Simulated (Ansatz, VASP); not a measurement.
NbRu3C: VASP beside Ansatz

INCAR

```
SYSTEM = NbRu3C
ALGO     = Normal         ! electronic algorithm
EDIFF    = 1E-6           ! SCF threshold, eV
ENCUT    = 520            ! plane-wave cutoff, eV
GGA      = PE             ! functional
ISIF     = 2              ! what is computed and relaxed
ISMEAR   = 0              ! smearing method
LASPH    = .TRUE.         ! aspherical terms in the spheres
LCHARG   = .TRUE.         ! write CHGCAR
LELF     = .TRUE.         ! ELF
LREAL    = .FALSE.        ! projectors in reciprocal space
LVHAR    = .TRUE.       
LWAVE    = .FALSE.        ! write WAVECAR
NBANDS   = 38             ! bands
NELM     = 60             ! most SCF steps
PREC     = Accurate       ! precision mode
SIGMA    = 0.1            ! smearing width, eV
```

The input KPOINTS:

```
k-points
0
G
  4 4 4
  0 0 0
```

File POSCAR:

```
NbRu3C
1.0
    4.0651380000      0.0000000000      0.0000000000
    0.0000000000      4.0651380000      0.0000000000
    0.0000000000      0.0000000000      4.0651380000
Nb Ru C
1 3 1
Direct
    0.0000000000      0.0000000000      0.0000000000
    0.0000000000      0.5000000000      0.5000000000
    0.5000000000      0.0000000000      0.5000000000
    0.5000000000      0.5000000000      0.0000000000
    0.5000000000      0.5000000000      0.5000000000
```

Input for Ansatz:

```yaml
crystal:
  lattice:
    - [4.065138, 0.0, 0.0]
    - [0.0, 4.065138, 0.0]
    - [0.0, 0.0, 4.065138]
  atoms:
    - { symbol: Nb, position: [0.0, 0.0, 0.0] }
    - { symbol: Ru, position: [0.0, 0.5, 0.5] }
    - { symbol: Ru, position: [0.5, 0.0, 0.5] }
    - { symbol: Ru, position: [0.5, 0.5, 0.0] }
    - { symbol: C, position: [0.5, 0.5, 0.5] }
basis:
  ecutwfc: 420
kpoints:
  mp_grid: { grid: [4, 4, 4] }
hamiltonian:
  xc: pbe
scf:
  occupations: { method: gaussian, width: 0.1 }
  lower_state_search: "off"
output:
  forces: true
  stress: true
  eigenvalues: true
```

Alike in both runs: task single point; functional PBE; k mesh 4 × 4 × 4; occupations gaussian, width 0.1 eV; no spin polarisation.

```csv
,VASP,Ansatz
version,VASP 6.6.1,Ansatz 0.2.0
potentials or method,"VASP PAW PBE potentials, release 64 (Nb_sv, Ru_pv, C), cutoff 520 eV","scalar-relativistic, plane waves, PAW"
valence electrons in the cell,59,65
```

|  | VASP | Ansatz | Ansatz less VASP |
| --- | --- | --- | --- |
| gap on the k mesh at the Fermi level (eV) | none | none | - |
| pressure (GPa) | -3.5 | -3.4 | +0.08 |

A gap of «none» marks a metal or a gap that the smearing closes. VASP's potentials hold 59 valence electrons a cell and Ansatz's 65, so a difference there can come from the potentials and not from the codes.

The k mesh is coarse, so the values compare programs but aren't converged.
